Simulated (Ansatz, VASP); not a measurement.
## One calculation of Be, two programs

The input INCAR:

```
SYSTEM = Be
PREC = Accurate ; ENCUT = 520
EDIFF = 1E-8 ; ISMEAR = -1
SIGMA = 0.03 ; LREAL = .False.
LASPH = .True. ; NELM = 60
ALGO = Normal ; ISIF = 2
LWAVE = .False. ; LCHARG = .False.
GGA = PE ; LEFG = .True.
NBANDS = 7
```

The input KPOINTS:

```
regular mesh
0
Gamma
  23 23 23
  0 0 0
```

POSCAR

```
Be
1.0
   -1.2447104902      1.2447104902      1.2447104902
    1.2447104902     -1.2447104902      1.2447104902
    1.2447104902      1.2447104902     -1.2447104902
Be
1
Direct
    0.0000000000      0.0000000000      0.0000000000
```

Input for Ansatz:

```yaml
crystal:
  lattice:
    - [-1.2447104902, 1.2447104902, 1.2447104902]
    - [1.2447104902, -1.2447104902, 1.2447104902]
    - [1.2447104902, 1.2447104902, -1.2447104902]
  atoms:
    - { symbol: Be, position: [0.0, 0.0, 0.0] }
kpoints:
  mp_grid: { grid: [23, 23, 23] }
scf:
  occupations: { method: fermi_dirac, width: 0.03 }
hamiltonian:
  xc: pbe
  pseudopotentials: { kind: paw }
output:
  forces: true
  stress: true
  eigenvalues: true
  efg: { contact_densities: true }
```

Change from the starting cell: volume scaled by 0.98, PAW files.

Alike in both runs: task electric field gradients; functional PBE; k mesh 23 × 23 × 23; occupations fermi-dirac, width 0.03 eV; no spin polarisation.

```csv
,VASP,Ansatz
version,VASP 6.6.1,Ansatz 0.2.0
potentials or method,"VASP PAW PBE potentials, release 64 (Be)","PAW with Ansatz's default frozen-core files, scalar-relativistic"
plane-wave cutoff (eV),520,420
valence electrons in the cell,2,2
```

```csv
,VASP,Ansatz,Ansatz less VASP
pressure (GPa),1.8,1.7,-0.16
```

The functional is the same, so the differences come from potentials, cutoffs and numerics.
